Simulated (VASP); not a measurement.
# Ti4C in VASP: single point with PBE

Aim: the single point of Ti4C with PBE.

Everything below comes from runs of VASP 6.6.1. Logs are shortened: lines on timing, memory, paths and dates and some standing lists are left out, and cuts for length are marked.

## Step 1: The cell of the first run

The cell holds a slab with vacuum, 5 atoms: a = 2.938 Å, b = 2.938 Å, c = 22.405 Å, α = 90.00°, β = 90.00°, γ = 120.00°.

## Step 2: Single point, PBE

Input file INCAR:

```
PREC = Accurate ; ENCUT = 520
EDIFF = 1E-6 ; ISMEAR = 0
SIGMA = 0.1 ; LREAL = F
LASPH = T ; NELM = 80
ALGO = Normal ; ISIF = 2
LWAVE = F ; LCHARG = F
LDIPOL = T ; IDIPOL = 3
DIPOL = 0.5 0.5 0.376 ; GGA = PE
NBANDS = 34
```

Input file KPOINTS:

```
regular mesh
0
Gamma
  9 9 1
```

Input file POSCAR:

```
Ti4C
1.0
    2.9384580613      0.0000000000      0.0000000000
   -1.4692290307      2.5447793290      0.0000000000
    0.0000000000      0.0000000000     22.4046135985
Ti C
4 1
Direct
    0.6666666667      0.3333333333      0.1785346568
    0.3333333333      0.6666666667      0.2823220753
    0.6666666667      0.3333333333      0.3901862329
    0.3333333333      0.6666666667      0.4867128616
    0.8333333333      1.0000000000      0.5410144598
```

Potentials or basis: VASP PAW PBE potentials, release 64 (Ti_sv, C).

On the command line:

```
$ cat potpaw_PBE.64/Ti_sv/POTCAR potpaw_PBE.64/C/POTCAR > POTCAR
$ mpirun -np 1 vasp_std > vasp.out
```

OUTCAR:

```text
PREC = Accurate
   ENCUT = 520
   EDIFF = 1E-6
   ISMEAR = 0
   LREAL = F
   LASPH = T
   NELM = 80
   ISIF = 2
   GGA = PE

 ion  position               nearest neighbor table
   1  0.667  0.333  0.179-   2 2.88   2 2.88   2 2.88
   2  0.333  0.667  0.282-   1 2.88   1 2.88   1 2.88
   3  0.667  0.333  0.390-   4 2.75   4 2.75   4 2.75
   4  0.333  0.667  0.487-   5 1.78   5 2.14   5 2.46   3 2.75   3 2.75   3 2.75
   5  0.833  0.000  0.541-   4 1.78   4 2.14   4 2.46

  LATTYP: Found a hexagonal cell.
 ALAT       =     2.9384580613
 C/A-ratio  =     7.6246157444

  Lattice vectors:

 A1 = (   2.9384580613,   0.0000000000,   0.0000000000)
 A2 = (  -1.4692290307,   2.5447793290,   0.0000000000)
 A3 = (   0.0000000000,   0.0000000000,  22.4046135985)

Analysis of symmetry for initial positions (statically):
=====================================================================
 Subroutine PRICEL returns:
 Original cell was already a primitive cell.

 Routine SETGRP: Setting up the symmetry group for a
 hexagonal supercell.

 Subroutine GETGRP returns: Found  1 space group operations
 (whereof  1 operations were pure point group operations)
 out of a pool of 24 trial point group operations.

The static configuration has the point symmetry C_1 .

Analysis of symmetry for dynamics (positions and initial velocities):
=====================================================================
 Subroutine PRICEL returns:
 Original cell was already a primitive cell.

 Routine SETGRP: Setting up the symmetry group for a
 hexagonal supercell.

 Subroutine GETGRP returns: Found  1 space group operations
 (whereof  1 operations were pure point group operations)
 out of a pool of 24 trial point group operations.

The dynamic configuration has the point symmetry C_1 .

 Subroutine INISYM returns: Found  1 space group operations
 (whereof  1 operations are pure point group operations),
 and found     1 'primitive' translations

----------------------------------------------------------------------------------------

                                     Primitive cell

  volume of cell :     167.5356

  direct lattice vectors                    reciprocal lattice vectors
     2.938458061  0.000000000  0.000000000     0.340314539  0.196480691  0.000000000
    -1.469229031  2.544779329  0.000000000     0.000000000  0.392961381  0.000000000
     0.000000000  0.000000000 22.404613598     0.000000000  0.000000000  0.044633664

  length of vectors
     2.938458061  2.938458061 22.404613598     0.392961381  0.392961381  0.044633664

  position of ions in fractional coordinates (direct lattice)
     0.666666667  0.333333333  0.178534657
     0.333333333  0.666666667  0.282322075
     0.666666667  0.333333333  0.390186233
     0.333333333  0.666666667  0.486712862
     0.833333333  0.000000000  0.541014460

  ion indices of the primitive-cell ions
   primitive index   ion index
                 1           1
                 2           2
                 3           3
                 4           4
                 5           5

----------------------------------------------------------------------------------------

 KPOINTS: regular mesh

Automatic generation of k-mesh.
 Grid dimensions read from file:
 generate k-points for:    9    9    1

 Generating k-lattice:

  Cartesian coordinates                     Fractional coordinates (reciprocal lattice)
     0.037812727  0.021831188  0.000000000     0.111111111  0.000000000  0.000000000
     0.000000000  0.043662376  0.000000000     0.000000000  0.111111111  0.000000000
     0.000000000  0.000000000  0.044633664     0.000000000  0.000000000  1.000000000

  Length of vectors
     0.043662376  0.043662376  0.044633664

  Shift w.r.t. Gamma in fractional coordinates (k-lattice)
     0.000000000  0.000000000  0.000000000

 Subroutine IBZKPT returns following result:
 ===========================================

 Found     41 irreducible k-points:

 Following reciprocal coordinates:
            Coordinates               Weight
  0.000000  0.000000  0.000000      1.000000
  0.111111 -0.000000  0.000000      2.000000
  0.000000  0.111111  0.000000      2.000000
 -0.111111  0.111111  0.000000      2.000000
  0.222222  0.000000  0.000000      2.000000
  0.000000  0.222222  0.000000      2.000000
[... 16 lines left out ...]
  0.333333  0.111111  0.000000      2.000000
 -0.111111  0.444444  0.000000      2.000000
 [... further k-points ...]
   k-points           NKPTS =     41   k-points in BZ     NKDIM =     41   number of bands    NBANDS=     34
   number of dos      NEDOS =    301   number of ions     NIONS =      5
   total plane-waves  NPLWV =  96768
   dimension x,y,z NGX =    24 NGY =   24 NGZ =  168
   dimension x,y,z NGXF=    48 NGYF=   48 NGZF=  336
   ions per type =               4   1
   NGX,Y,Z   is equivalent  to a cutoff of  13.58, 13.58, 12.47 a.u.
   NGXF,Y,Z  is equivalent  to a cutoff of  27.16, 27.16, 24.93 a.u.
 SYSTEM =  unknown system
   PREC   = accura    normal or accurate (medium, high low for compatibility)
   ISTART =      0    job   : 0-new  1-cont  2-samecut
   ICHARG =      2    charge: 1-file 2-atom 10-const
   ISPIN  =      1    spin polarized calculation?
   LNONCOLLINEAR =      F non collinear calculations
   LSORBIT =      F    spin-orbit coupling
   LASPH  =      T    aspherical Exc in radial PAW
   ENCUT  =  520.0 eV  38.22 Ry    6.18 a.u.   5.46  5.46 41.66*2*pi/ulx,y,z
   NELM   =     80;   NELMIN=  2; NELMDL= -5     # of ELM steps
   EDIFF  = 0.1E-05   stopping-criterion for ELM
   LREAL  =      F    real-space projection
   EDIFFG = 0.1E-04   stopping-criterion for IOM
   NSW    =      0    number of steps for IOM
   IBRION =     -1    ionic relax: 0-MD 1-quasi-New 2-CG
   NFREE  =      0    steps in history (QN), initial steepest desc. (CG)
   ISIF   =      2    stress and relaxation
   ISYM   =      2    0-nonsym 1-usesym 2-fastsym
   POTIM  = 0.5000    time-step for ionic-motion
   TEBEG  =    0.0;   TEEND  =   0.0 temperature during run
   PSTRESS=    0.0 pullay stress
   NELECT =      52.0000    total number of electrons
   NUPDOWN=      -1.0000    fix difference up-down
   EMIN   =  10.00;   EMAX   =-10.00  energy-range for DOS
   EFERMI =   0.00;   METHOD = LEGACY
   ISMEAR =     0;   SIGMA  =   0.10  broadening in eV -4-tet -1-fermi 0-gaus
   EFERMI_NEDOS =   21; number of points for ismear=-14 and -15
   IALGO  =     38    algorithm
   IMIX   =      4    mixing-type and parameters
     AMIX     =   0.40;   BMIX     =  1.00
     AMIX_MAG =   1.60;   BMIX_MAG =  1.00
  volume/ion in A,a.u.               =      33.51       226.12
  Fermi-wavevector in a.u.,A,eV,Ry     =   1.108427  2.094622 16.716246  1.228609
  Thomas-Fermi vector in A             =   2.244954
   LORBIT       =      0    0 simple, 1 ext, 2 COOP (PROOUT), +10 PAW based schemes
   GGA     = PE    functional components
   LHFCALC =     F    Hartree Fock is set to
   AEXX    =    0.0000 exact exchange contribution
   IVDW    =     0    specifies the selected vdW correction
   LEPSILON=     F    determine dielectric tensor
   LRPA    =     F    only Hartree local field effects (RPA)
 non-spin polarized calculation
 Gauss-broadening in eV      SIGMA  =   0.10
  energy-cutoff  :      520.00
  volume of cell :      167.54
 maximum number of plane-waves:      4595
 NGX is ok and might be reduce to    24
   NGX = 11   NGY = 11   NGZ = 83

 dipolmoment           0.000000      0.000000     -0.062032 electrons x Angstroem

 number of electron      51.9999992 magnetization

 dipolmoment           0.000000      0.000000      0.091371 electrons x Angstroem

 Free energy of the ion-electron system (eV)
  ---------------------------------------------------
  ext. energy  EPLUGINS =         0.00000000
  ---------------------------------------------------
  free energy    TOTEN  =       -36.19258468 eV

  energy without entropy =      -36.14624242  energy(sigma->0) =      -36.16941355

 E-fermi :   0.6019     XC(G=0):  -6.0370

 val. band max:        0.6000893726   @ k =   0.2222   0.0000   0.0000
 cond. band min:       0.6048981530   @ k =   0.0000   0.3333   0.0000
 fundamental gap:      0.0048087804
 Fermi energy:         0.6018953912

 k-point     1 :       0.0000    0.0000    0.0000
  band No.  band energies     occupation
      1     -56.3805      2.00000
      2     -56.1870      2.00000
      3     -56.0740      2.00000
      4     -55.1550      2.00000
      5     -32.8003      2.00000
      6     -32.5473      2.00000
[... 26 lines left out ...]
     33       1.6869      0.00000
     34       2.4958      0.00000

 k-point     2 :       0.1111   -0.0000    0.0000
  band No.  band energies     occupation
      1     -56.3717      2.00000
      2     -56.1787      2.00000
      3     -56.0659      2.00000
      4     -55.1460      2.00000
      5     -32.7847      2.00000
      6     -32.5411      2.00000
[... 26 lines left out ...]
     33       1.8671      0.00000
     34       2.2362      0.00000

 k-point     3 :       0.0000    0.1111    0.0000
  band No.  band energies     occupation
      1     -56.3717      2.00000
      2     -56.1787      2.00000
      3     -56.0659      2.00000
      4     -55.1462      2.00000
      5     -32.7847      2.00000
      6     -32.5411      2.00000
[... 26 lines left out ...]
     33       1.8359      0.00000
     34       2.2403      0.00000
[... 704 lines left out ...]
 k-point    23 :       0.3333    0.1111    0.0000
  band No.  band energies     occupation
      1     -56.3110      2.00000
      2     -56.1222      2.00000
      3     -56.0101      2.00000
      4     -55.0839      2.00000
      5     -32.7553      2.00000
      6     -32.7072      2.00000
[... 26 lines left out ...]
     33       2.6361      0.00000
     34       2.8767      0.00000

 k-point    24 :      -0.1111    0.4444    0.0000
  band No.  band energies     occupation
      1     -56.3110      2.00000
      2     -56.1222      2.00000
      3     -56.0101      2.00000
      4     -55.0855      2.00000
      5     -32.7532      2.00000
      6     -32.7063      2.00000
[... 26 lines left out ...]
     33       2.8349      0.00000
     34       3.0337      0.00000

 [... further k-points ...]

------------------------ aborting loop because EDIFF is reached ----------------------------------------

 vacuum level on the upper side and lower side of the slab       (xc-potential included)         0.930        -1.283

  FORCE on cell =-STRESS in cart. coord.  units (eV):
  Direction    XX          YY          ZZ          XY          YZ          ZX
  --------------------------------------------------------------------------------------
  -------------------------------------------------------------------------------------
  Total        0.8734281      2.1940883      0.6939831      1.4933277      2.2618160      1.4412091
  in kB        8.3527731     20.9825180      6.6367031     14.2809997     21.6302119     13.7825789
  external PRESSURE =      11.9906647 kB  Pullay stress =       0.0000000 kB

 VOLUME and BASIS-vectors are now :
 -----------------------------------------------------------------------------
  energy-cutoff  :      520.00
  volume of cell :      167.54
      direct lattice vectors                 reciprocal lattice vectors
     2.938458061  0.000000000  0.000000000     0.340314539  0.196480691  0.000000000
    -1.469229031  2.544779329  0.000000000     0.000000000  0.392961381  0.000000000
     0.000000000  0.000000000 22.404613598     0.000000000  0.000000000  0.044633664

 POSITION                                       TOTAL-FORCE (eV/Angst)
 -----------------------------------------------------------------------------------
      1.46923      0.84826      4.00000        -0.003582      0.001957      0.594741
     -0.00000      1.69652      6.32532         0.025674      0.014166     -0.430856
      1.46923      0.84826      8.74197         0.397593      0.044136     -1.293551
     -0.00000      1.69652     10.90461        -2.387212     -2.062391      1.086813
      2.44872      0.00000     12.12122         1.967526      2.002132      0.042854
 -----------------------------------------------------------------------------------
    total drift:                               -0.000048      0.000010     -0.000496

  FREE ENERGIE OF THE ION-ELECTRON SYSTEM (eV)
  ---------------------------------------------------
  free  energy   TOTEN  =       -36.1925846790 eV

  energy  without entropy=      -36.1462424237  energy(sigma->0) =      -36.16941355

 vacuum level on the upper side and lower side of the slab         7.100         4.828
```

Run time: 10 min. Hardware: 1 thread of Intel Xeon Platinum 8259CL at 2.50GHz (Skylake/Cascade Lake), shared host; peak memory 0.39 GiB.

Results:

- Free energy: -36.1926 eV
- Largest force: 3.337 eV/Å
- Band gap on the k mesh: zero (band 26 reaches 1.02 eV, above the bottom of band 27 at 0.18 eV)

Forces in eV/Å, atoms in the order of the input:
```
Ti  -0.004  0.002  0.595
Ti   0.026  0.014 -0.431
Ti   0.398  0.044 -1.294
Ti  -2.387 -2.062  1.087
C    1.968  2.002  0.043
```

Levels at points of the mesh, in eV from the Fermi level:
| k point | band 23 | band 24 | band 25 | band 26 | band 27 | band 28 | band 29 | band 30 |
| --- | --- | --- | --- | --- | --- | --- | --- | --- |
| (0.00, 0.00, 0.00) | -0.19 | -0.14 | 0.30 | 0.42 | 0.70 | 0.73 | 0.74 | 0.80 |
